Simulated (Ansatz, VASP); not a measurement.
**Two plane-wave programs on Be**

```
CELL_PARAMETERS angstrom
2.20252 0.00000 0.00000
-1.10126 1.90744 0.00000
0.00000 0.00000 3.46364
ATOMIC_POSITIONS crystal
Be 0.33333 0.66667 0.25000
Be 0.66667 0.33333 0.75000
```

Alike in both runs: task single point; functional r2SCAN; k mesh 26 × 26 × 15; occupations fermi-dirac, width 0.1 eV; no spin polarisation.

```csv
,VASP,Ansatz
version,VASP 6.6.1,Ansatz 0.2.0
potentials or method,"VASP PAW PBE potentials, release 64 (Be), cutoff 520 eV","plane waves (500 eV) with PAW, scalar-relativistic"
valence electrons in the cell,4,4
```

```csv
,VASP,Ansatz,Ansatz less VASP
pressure (GPa),12.2,11.9,-0.24
"traceless stress, the component that is largest in VASP (GPa)",2.01,1.94,-0.071
```

VASP's potentials were made for PBE, not for r2SCAN.
